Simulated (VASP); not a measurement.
# SiO2 (I-42d) in VASP: a series of runs

SiO2 is run at these levels: LDA; tasks: single point.

Everything below comes from runs of VASP 6.6.1. Logs are shortened: lines on timing, memory, paths and dates and some standing lists are left out, and cuts for length are marked.

## Step 1: The cell of the first run

Symmetry: I-42d, No. 122, tetragonal system. Conventional cell: a = 4.925 Å, b = 4.925 Å, c = 7.287 Å, α = 90.00°, β = 90.00°, γ = 90.00°. Si (site symmetry -4) has 4 O at 1.61 Å within 2.1 Å. Within 2.1 Å of O (site symmetry 2) lie 2 Si at 1.61 Å.

## Step 2: Single point, LDA

File INCAR:

```
PREC = Accurate
ENCUT = 520
EDIFF = 1E-7
ISMEAR = 0
SIGMA = 0.02
LREAL = False
LASPH = True
NELM = 60
ALGO = Normal
ISIF = 2
LWAVE = False
LCHARG = False
GGA = CA
NBANDS = 25
```

File KPOINTS:

```
regular mesh
0
Gamma
  8 8 8
```

File POSCAR:

```
SiO2
1.0
   -2.4624995227      2.4624995227      3.6436693677
    2.4624995227     -2.4624995227      3.6436693677
    2.4624995227      2.4624995227     -3.6436693677
Si O
2 4
Direct
    0.0000000000      0.0000000000      0.0000000000
    0.7500000000      0.2500000000      0.5000000000
    0.9742769839      0.6250000000      0.8492769839
    0.3750000000      0.2242769839      0.3492769839
    0.7757230161      0.1250000000      0.1507230161
    0.8750000000      0.0257230161      0.6507230161
```

Potentials or basis: VASP PAW LDA potentials, release 64 (Si, O).

Launch:

```
cat potpaw_LDA.64/Si/POTCAR potpaw_LDA.64/O/POTCAR > POTCAR
mpirun -np 1 vasp_std > vasp.out
```

OUTCAR:

```text
PREC = Accurate
   ENCUT = 520
   EDIFF = 1E-7
   ISMEAR = 0
   LREAL = False
   LASPH = True
   NELM = 60
   ISIF = 2
   GGA = CA

 ion  position               nearest neighbor table
   1  0.000  0.000  0.000-   3 1.61   5 1.61   6 1.61   4 1.61   2 3.06   2 3.06   2 3.06   2 3.06

   2  0.750  0.250  0.500-   4 1.61   5 1.61   6 1.61   3 1.61   1 3.06   1 3.06   1 3.06   1 3.06

   3  0.974  0.625  0.849-   1 1.61   2 1.61
   4  0.375  0.224  0.349-   2 1.61   1 1.61
   5  0.776  0.125  0.151-   1 1.61   2 1.61
   6  0.875  0.026  0.651-   1 1.61   2 1.61

  LATTYP: Found a body centered tetragonal cell.
 ALAT       =     4.9249990454
 C/A-ratio  =     1.4796629742

  Lattice vectors:

 A1 = (  -2.4624995227,   2.4624995227,   3.6436693677)
 A2 = (   2.4624995227,  -2.4624995227,   3.6436693677)
 A3 = (   2.4624995227,   2.4624995227,  -3.6436693677)

Analysis of symmetry for initial positions (statically):
=====================================================================
 Subroutine PRICEL returns:
 Original cell was already a primitive cell.

 Routine SETGRP: Setting up the symmetry group for a
 body centered tetragonal supercell.

 Subroutine GETGRP returns: Found  8 space group operations
 (whereof  4 operations were pure point group operations)
 out of a pool of 16 trial point group operations.

The static configuration has the point symmetry S_4 .
 The point group associated with its full space group is D_2d.

Analysis of symmetry for dynamics (positions and initial velocities):
=====================================================================
 Subroutine PRICEL returns:
 Original cell was already a primitive cell.

 Routine SETGRP: Setting up the symmetry group for a
 body centered tetragonal supercell.

 Subroutine GETGRP returns: Found  8 space group operations
 (whereof  4 operations were pure point group operations)
 out of a pool of 16 trial point group operations.

The dynamic configuration has the point symmetry S_4 .
 The point group associated with its full space group is D_2d.

 Subroutine INISYM returns: Found  8 space group operations
 (whereof  4 operations are pure point group operations),
 and found     1 'primitive' translations

----------------------------------------------------------------------------------------

                                     Primitive cell

  volume of cell :      88.3794

  direct lattice vectors                    reciprocal lattice vectors
    -2.462499523  2.462499523  3.643669368     0.000000000  0.203045725  0.137224306
     2.462499523 -2.462499523  3.643669368     0.203045725  0.000000000  0.137224306
     2.462499523  2.462499523 -3.643669368     0.203045725  0.203045725  0.000000000

  length of vectors
     5.040251408  5.040251408  5.040251408     0.245067494  0.245067494  0.287150018

  position of ions in fractional coordinates (direct lattice)
     0.000000000  0.000000000  0.000000000
     0.750000000  0.250000000  0.500000000
     0.974276984  0.625000000  0.849276984
     0.375000000  0.224276984  0.349276984
     0.775723016  0.125000000  0.150723016
     0.875000000  0.025723016  0.650723016

  ion indices of the primitive-cell ions
   primitive index   ion index
                 1           1
                 2           2
                 3           3
                 4           4
                 5           5
                 6           6

----------------------------------------------------------------------------------------

 KPOINTS: regular mesh

Automatic generation of k-mesh.
 Grid dimensions read from file:
 generate k-points for:    8    8    8

 Generating k-lattice:

  Cartesian coordinates                     Fractional coordinates (reciprocal lattice)
     0.000000000  0.025380716  0.017153038     0.125000000  0.000000000  0.000000000
     0.025380716  0.000000000  0.017153038     0.000000000  0.125000000  0.000000000
     0.025380716  0.025380716  0.000000000     0.000000000  0.000000000  0.125000000

  Length of vectors
     0.030633437  0.030633437  0.035893752

  Shift w.r.t. Gamma in fractional coordinates (k-lattice)
     0.000000000  0.000000000  0.000000000

 Subroutine IBZKPT returns following result:
 ===========================================

 Found     59 irreducible k-points:

 Following reciprocal coordinates:
            Coordinates               Weight
  0.000000  0.000000  0.000000      1.000000
  0.125000  0.000000 -0.000000      8.000000
  0.250000  0.000000 -0.000000      8.000000
  0.375000  0.000000 -0.000000      8.000000
  0.500000  0.000000 -0.000000      4.000000
  0.125000  0.125000 -0.000000      8.000000
[... 16 lines left out ...]
  0.250000  0.125000  0.125000     16.000000
  0.375000  0.125000  0.125000      8.000000
 [... further k-points ...]
   k-points           NKPTS =     59   k-points in BZ     NKDIM =     59   number of bands    NBANDS=     25
   number of dos      NEDOS =    301   number of ions     NIONS =      6
   total plane-waves  NPLWV =  64000
   dimension x,y,z NGX =    40 NGY =   40 NGZ =   40
   dimension x,y,z NGXF=    80 NGYF=   80 NGZF=   80
   ions per type =               2   4
   NGX,Y,Z   is equivalent  to a cutoff of  13.19, 13.19, 13.19 a.u.
   NGXF,Y,Z  is equivalent  to a cutoff of  26.39, 26.39, 26.39 a.u.
 SYSTEM =  unknown system
   PREC   = accura    normal or accurate (medium, high low for compatibility)
   ISTART =      0    job   : 0-new  1-cont  2-samecut
   ICHARG =      2    charge: 1-file 2-atom 10-const
   ISPIN  =      1    spin polarized calculation?
   LNONCOLLINEAR =      F non collinear calculations
   LSORBIT =      F    spin-orbit coupling
   LASPH  =      T    aspherical Exc in radial PAW
   ENCUT  =  520.0 eV  38.22 Ry    6.18 a.u.   9.37  9.37  9.37*2*pi/ulx,y,z
   NELM   =     60;   NELMIN=  2; NELMDL= -5     # of ELM steps
   EDIFF  = 0.1E-06   stopping-criterion for ELM
   LREAL  =      F    real-space projection
   EDIFFG = 0.1E-05   stopping-criterion for IOM
   NSW    =      0    number of steps for IOM
   IBRION =     -1    ionic relax: 0-MD 1-quasi-New 2-CG
   NFREE  =      0    steps in history (QN), initial steepest desc. (CG)
   ISIF   =      2    stress and relaxation
   ISYM   =      2    0-nonsym 1-usesym 2-fastsym
   POTIM  = 0.5000    time-step for ionic-motion
   TEBEG  =    0.0;   TEEND  =   0.0 temperature during run
   PSTRESS=    0.0 pullay stress
   NELECT =      32.0000    total number of electrons
   NUPDOWN=      -1.0000    fix difference up-down
   EMIN   =  10.00;   EMAX   =-10.00  energy-range for DOS
   EFERMI =   0.00;   METHOD = LEGACY
   ISMEAR =     0;   SIGMA  =   0.02  broadening in eV -4-tet -1-fermi 0-gaus
   EFERMI_NEDOS =   21; number of points for ismear=-14 and -15
   IALGO  =     38    algorithm
   IMIX   =      4    mixing-type and parameters
     AMIX     =   0.40;   BMIX     =  1.00
     AMIX_MAG =   1.60;   BMIX_MAG =  1.00
  volume/ion in A,a.u.               =      14.73        99.40
  Fermi-wavevector in a.u.,A,eV,Ry     =   1.166830  2.204990 18.524239  1.361493
  Thomas-Fermi vector in A             =   2.303338
   LORBIT       =      0    0 simple, 1 ext, 2 COOP (PROOUT), +10 PAW based schemes
   GGA     = CA    functional components
   LHFCALC =     F    Hartree Fock is set to
   AEXX    =    0.0000 exact exchange contribution
   IVDW    =     0    specifies the selected vdW correction
   LEPSILON=     F    determine dielectric tensor
   LRPA    =     F    only Hartree local field effects (RPA)
 non-spin polarized calculation
 Gauss-broadening in eV      SIGMA  =   0.02
  energy-cutoff  :      520.00
  volume of cell :       88.38
 maximum number of plane-waves:      2400
 NGX is ok and might be reduce to    40
   NGX = 19   NGY = 19   NGZ = 19

 number of electron      32.0000010 magnetization

 Free energy of the ion-electron system (eV)
  ---------------------------------------------------
  ext. energy  EPLUGINS =         0.00000000
  ---------------------------------------------------
  free energy    TOTEN  =       -51.87607024 eV

  energy without entropy =      -51.87607024  energy(sigma->0) =      -51.87607024

 E-fermi :  -0.4599     XC(G=0):  -8.8101

 val. band max:       -0.5935444909   @ k =   0.0000   0.0000   0.0000
 cond. band min:       5.1705735430   @ k =   0.0000   0.0000   0.0000
 fundamental gap:      5.7641180340
 Fermi energy:        -0.4598563585

 k-point     1 :       0.0000    0.0000    0.0000
  band No.  band energies     occupation
      1     -19.6094      2.00000
      2     -17.4233      2.00000
      3     -17.4233      2.00000
      4     -17.3611      2.00000
      5      -9.8580      2.00000
      6      -6.1835      2.00000
[... 17 lines left out ...]
     24      12.1899      0.00000
     25      12.8701      0.00000

 k-point     2 :       0.1250    0.0000   -0.0000
  band No.  band energies     occupation
      1     -19.5603      2.00000
      2     -17.4977      2.00000
      3     -17.4267      2.00000
      4     -17.3782      2.00000
      5      -9.7310      2.00000
      6      -6.2135      2.00000
[... 17 lines left out ...]
     24      12.1359      0.00000
     25      12.8162      0.00000

 k-point     3 :       0.2500    0.0000   -0.0000
  band No.  band energies     occupation
      1     -19.4239      2.00000
      2     -17.7204      2.00000
      3     -17.4339      2.00000
      4     -17.3911      2.00000
      5      -9.4026      2.00000
      6      -6.3415      2.00000
[... 552 lines left out ...]
 k-point    23 :       0.2500    0.1250    0.1250
  band No.  band energies     occupation
      1     -19.1181      2.00000
      2     -18.1453      2.00000
      3     -17.4493      2.00000
      4     -17.4112      2.00000
      5      -8.7501      2.00000
      6      -6.9261      2.00000
[... 17 lines left out ...]
     24      12.0693      0.00000
     25      12.6293      0.00000

 k-point    24 :       0.3750    0.1250    0.1250
  band No.  band energies     occupation
      1     -19.0106      2.00000
      2     -18.2778      2.00000
      3     -17.4511      2.00000
      4     -17.4169      2.00000
      5      -8.5520      2.00000
      6      -7.0744      2.00000
[... 17 lines left out ...]
     24      12.3805      0.00000
     25      12.8388      0.00000

 [... further k-points ...]
[... 5 lines left out ...]
  --------------------------------------------------------------------------------------
  -------------------------------------------------------------------------------------
  Total        0.3063557      0.3063557      0.3078624      0.0000000      0.0000000      0.0000000
  in kB        5.5537371      5.5537371      5.5810503      0.0000000      0.0000000      0.0000000
  external PRESSURE =       5.5628415 kB  Pullay stress =       0.0000000 kB

 VOLUME and BASIS-vectors are now :
 -----------------------------------------------------------------------------
  energy-cutoff  :      520.00
  volume of cell :       88.38
      direct lattice vectors                 reciprocal lattice vectors
    -2.462499523  2.462499523  3.643669368     0.000000000  0.203045725  0.137224306
     2.462499523 -2.462499523  3.643669368     0.203045725  0.000000000  0.137224306
     2.462499523  2.462499523 -3.643669368     0.203045725  0.203045725  0.000000000

 POSITION                                       TOTAL-FORCE (eV/Angst)
 -----------------------------------------------------------------------------------
      0.00000      0.00000      0.00000        -0.000000     -0.000000      0.000000
      0.00000      2.46250      1.82183         0.000000     -0.000000     -0.000000
      1.23125      2.95144      2.73275        -0.000000      0.027304     -0.000000
      0.48894      1.23125      0.91092         0.027304     -0.000000     -0.000000
     -1.23125      1.97356      2.73275         0.000000     -0.027304      0.000000
     -0.48894      3.69375      0.91092        -0.027304     -0.000000      0.000000
 -----------------------------------------------------------------------------------
    total drift:                                0.000001      0.000001      0.000000

  FREE ENERGIE OF THE ION-ELECTRON SYSTEM (eV)
  ---------------------------------------------------
  free  energy   TOTEN  =       -51.8760702409 eV

  energy  without entropy=      -51.8760702409  energy(sigma->0) =      -51.87607024
```

Run time: 2.9 min. Hardware: 1 thread of AMD EPYC 7R43 (Zen 3), shared host; peak memory 0.22 GiB.

What came out:

```yaml
Free_energy: -51.8761 eV
Pressure: 0.6 GPa
Largest_force: 0.027 eV/Å
Band_gap_on_the_k_mesh: 5.76 eV, direct
```

Forces in eV/Å, atoms in the order of the input:
```
Si   0.000  0.000  0.000
Si   0.000  0.000  0.000
O    0.000  0.027  0.000
O    0.027  0.000  0.000
O    0.000 -0.027  0.000
O   -0.027  0.000  0.000
```

Levels at points of the mesh, in eV from the valence-band top:
```csv
k point,band 14,band 15,band 16,band 17,band 18,band 19
"(0.00, 0.00, 0.00)",-0.70,0.00,0.00,5.76,8.60,10.57
"(0.50, 0.00, 0.00)",-0.79,-0.48,-0.15,8.16,8.74,9.50
"(0.50, 0.50, 0.00)",-0.99,-0.33,-0.33,8.97,8.97,10.09
"(0.50, 0.50, 0.50)",-1.50,-0.32,-0.32,8.73,8.73,10.03
```

A k mesh can miss the band edges. A hybrid or GW would open this gap; LDA tends to underestimate it.

(Part 1 of 3 ends here.)
